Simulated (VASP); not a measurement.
# GaAg3 (Pm-3m) in VASP: single point with LDA

Aim: the single point of GaAg3 with LDA.

Everything below comes from runs of VASP 6.6.1. Logs are shortened: lines on timing, memory, paths and dates and some standing lists are left out, and cuts for length are marked.

## 1. The cell of the first run

Symmetry: Pm-3m, No. 221, cubic system. Conventional cell: a = 4.081 Å, b = 4.081 Å, c = 4.081 Å, α = 90.00°, β = 90.00°, γ = 90.00°. Within 3.8 Å of Ga (site symmetry m-3m) lie 12 Ag at 2.89 Å. Within 3.8 Å of Ag (site symmetry 4/mmm) lie 4 Ga at 2.89 Å and 8 Ag at 2.89 Å.

## 2. Single point, LDA

File INCAR:

```
SYSTEM = GaAg3
  PREC = Accurate
  ENCUT = 500
  EDIFF = 1E-6
  ISMEAR = -1
  SIGMA = 0.1
  LREAL = .FALSE.
  LASPH = .TRUE.
  NELM = 120
  ALGO = Normal
  ISIF = 2
  LWAVE = .FALSE.
  LCHARG = .FALSE.
  NBANDS = 31
  GGA_COMPAT = .FALSE.
```

File KPOINTS:

```
Automatic mesh
0
G
  5 5 5
  0 0 0
```

File POSCAR:

```
GaAg3
1.0
    4.0812950000      0.0000000000      0.0000000000
    0.0000000000      4.0812950000      0.0000000000
    0.0000000000      0.0000000000      4.0812950000
Ga Ag
1 3
Direct
    0.0000000000      0.0000000000      0.0000000000
    0.5000000000      0.0000000000      0.5000000000
    0.0000000000      0.5000000000      0.5000000000
    0.5000000000      0.5000000000      0.0000000000
```

Potentials or basis: VASP PAW LDA potentials, release 64 (Ga_d, Ag).

The run is started by

```console
$ cat potpaw_LDA.64/Ga_d/POTCAR potpaw_LDA.64/Ag/POTCAR > POTCAR
$ mpirun -np 1 vasp_std > vasp.out
```

OUTCAR:

```text
SYSTEM = GaAg3
   PREC = Accurate
   ENCUT = 500
   EDIFF = 1E-6
   ISMEAR = -1
   LREAL = .FALSE.
   LASPH = .TRUE.
   NELM = 120
   ISIF = 2

 ion  position               nearest neighbor table
   1  0.000  0.000  0.000-   2 2.89   3 2.89   4 2.89   2 2.89   3 2.89   3 2.89   4 2.89   3 2.89
                             2 2.89   4 2.89   2 2.89   4 2.89
   2  0.500  0.000  0.500-   1 2.89   3 2.89   4 2.89   1 2.89   4 2.89   3 2.89   4 2.89   4 2.89
                             1 2.89   3 2.89   1 2.89   3 2.89
   3  0.000  0.500  0.500-   1 2.89   2 2.89   4 2.89   1 2.89   4 2.89   1 2.89   2 2.89   1 2.89
                             2 2.89   4 2.89   4 2.89   2 2.89
   4  0.500  0.500  0.000-   1 2.89   2 2.89   3 2.89   2 2.89   3 2.89   1 2.89   2 2.89   2 2.89
                             1 2.89   3 2.89   3 2.89   1 2.89

  LATTYP: Found a simple cubic cell.
 ALAT       =     4.0812950000

  Lattice vectors:

 A1 = (   4.0812950000,   0.0000000000,   0.0000000000)
 A2 = (   0.0000000000,   4.0812950000,   0.0000000000)
 A3 = (   0.0000000000,   0.0000000000,   4.0812950000)

Analysis of symmetry for initial positions (statically):
=====================================================================
 Subroutine PRICEL returns:
 Original cell was already a primitive cell.

 Routine SETGRP: Setting up the symmetry group for a
 simple cubic supercell.

 Subroutine GETGRP returns: Found 48 space group operations
 (whereof 48 operations were pure point group operations)
 out of a pool of 48 trial point group operations.

The static configuration has the point symmetry O_h .

Analysis of symmetry for dynamics (positions and initial velocities):
=====================================================================
 Subroutine PRICEL returns:
 Original cell was already a primitive cell.

 Routine SETGRP: Setting up the symmetry group for a
 simple cubic supercell.

 Subroutine GETGRP returns: Found 48 space group operations
 (whereof 48 operations were pure point group operations)
 out of a pool of 48 trial point group operations.

The dynamic configuration has the point symmetry O_h .

 Subroutine INISYM returns: Found 48 space group operations
 (whereof 48 operations are pure point group operations),
 and found     1 'primitive' translations

----------------------------------------------------------------------------------------
[... 80 lines left out ...]
   ENCUT  =  500.0 eV  36.75 Ry    6.06 a.u.   7.44  7.44  7.44*2*pi/ulx,y,z
   NELM   =    120;   NELMIN=  2; NELMDL= -5     # of ELM steps
   EDIFF  = 0.1E-05   stopping-criterion for ELM
   LREAL  =      F    real-space projection
   EDIFFG = 0.1E-04   stopping-criterion for IOM
   NSW    =      0    number of steps for IOM
   IBRION =     -1    ionic relax: 0-MD 1-quasi-New 2-CG
   NFREE  =      0    steps in history (QN), initial steepest desc. (CG)
   ISIF   =      2    stress and relaxation
   ISYM   =      2    0-nonsym 1-usesym 2-fastsym
   POTIM  = 0.5000    time-step for ionic-motion
   TEBEG  =    0.0;   TEEND  =   0.0 temperature during run
   PSTRESS=    0.0 pullay stress
   NELECT =      46.0000    total number of electrons
   NUPDOWN=      -1.0000    fix difference up-down
   EMIN   =  10.00;   EMAX   =-10.00  energy-range for DOS
   EFERMI =   0.00;   METHOD = LEGACY
   ISMEAR =    -1;   SIGMA  =   0.10  broadening in eV -4-tet -1-fermi 0-gaus
   EFERMI_NEDOS =   21; number of points for ismear=-14 and -15
   IALGO  =     38    algorithm
   IMIX   =      4    mixing-type and parameters
     AMIX     =   0.40;   BMIX     =  1.00
     AMIX_MAG =   1.60;   BMIX_MAG =  1.00
  volume/ion in A,a.u.               =      17.00       114.69
  Fermi-wavevector in a.u.,A,eV,Ry     =   1.437241  2.715991 28.105015  2.065660
  Thomas-Fermi vector in A             =   2.556340
   LORBIT       =      0    0 simple, 1 ext, 2 COOP (PROOUT), +10 PAW based schemes
   GGA     = CA    functional components
   LHFCALC =     F    Hartree Fock is set to
   AEXX    =    0.0000 exact exchange contribution
   IVDW    =     0    specifies the selected vdW correction
   LEPSILON=     F    determine dielectric tensor
   LRPA    =     F    only Hartree local field effects (RPA)
 non-spin polarized calculation
  energy-cutoff  :      500.00
  volume of cell :       67.98
 maximum number of plane-waves:      1749
 NGX is ok and might be reduce to    30
   NGX = 15   NGY = 15   NGZ = 15

 number of electron      46.0000025 magnetization

 Free energy of the ion-electron system (eV)
  ---------------------------------------------------
  ext. energy  EPLUGINS =         0.00000000
  ---------------------------------------------------
  free energy    TOTEN  =       -14.86257417 eV

  energy without entropy =      -14.78870183  energy(sigma->0) =      -14.82563800

 E-fermi :   7.9899     XC(G=0): -12.4314

 val. band max:        7.8621521390   @ k =   0.4000   0.4000   0.2000
 cond. band min:       8.0248138403   @ k =   0.4000   0.2000   0.0000
 fundamental gap:      0.1626617012
 Fermi energy:         7.9899404116

 k-point     1 :       0.0000    0.0000    0.0000
  band No.  band energies     occupation
      1      -7.2217      2.00000
      2      -7.2217      2.00000
      3      -7.2119      2.00000
      4      -7.2119      2.00000
      5      -7.2119      2.00000
      6      -1.5950      2.00000
[... 329 lines left out ...]
     30      19.8975      0.00000
     31      19.8975      0.00000

------------------------ aborting loop because EDIFF is reached ----------------------------------------

  FORCE on cell =-STRESS in cart. coord.  units (eV):
  Direction    XX          YY          ZZ          XY          YZ          ZX
  --------------------------------------------------------------------------------------
  -------------------------------------------------------------------------------------
  Total       -3.0996224     -3.0996224     -3.0996224     -0.0000000     -0.0000000     -0.0000000
  in kB      -73.0508741    -73.0508741    -73.0508741     -0.0000000     -0.0000000     -0.0000000
  external PRESSURE =     -73.0508741 kB  Pullay stress =       0.0000000 kB

 VOLUME and BASIS-vectors are now :
 -----------------------------------------------------------------------------
  energy-cutoff  :      500.00
  volume of cell :       67.98
      direct lattice vectors                 reciprocal lattice vectors
     4.081295000  0.000000000  0.000000000     0.245020269  0.000000000  0.000000000
     0.000000000  4.081295000  0.000000000     0.000000000  0.245020269  0.000000000
     0.000000000  0.000000000  4.081295000     0.000000000  0.000000000  0.245020269

 POSITION                                       TOTAL-FORCE (eV/Angst)
 -----------------------------------------------------------------------------------
      0.00000      0.00000      0.00000         0.000000      0.000000      0.000000
      2.04065      0.00000      2.04065         0.000000      0.000000      0.000000
      0.00000      2.04065      2.04065         0.000000      0.000000      0.000000
      2.04065      2.04065      0.00000         0.000000      0.000000      0.000000
 -----------------------------------------------------------------------------------
    total drift:                                0.000000      0.000000     -0.000000

  FREE ENERGIE OF THE ION-ELECTRON SYSTEM (eV)
  ---------------------------------------------------
  free  energy   TOTEN  =       -14.8625741676 eV

  energy  without entropy=      -14.7887018326  energy(sigma->0) =      -14.82563800
```

Run time: 7.2 s. Hardware: 1 thread of Intel Xeon 6975P-C (Granite Rapids), shared host; peak memory 0.15 GiB.

What came out:

* Free energy: -14.8626 eV
* Pressure: -7.3 GPa
* Band gap on the k mesh: zero (bands 23 and 24 overlap by 3.76 eV)

Caveat: the cell stands under tension.
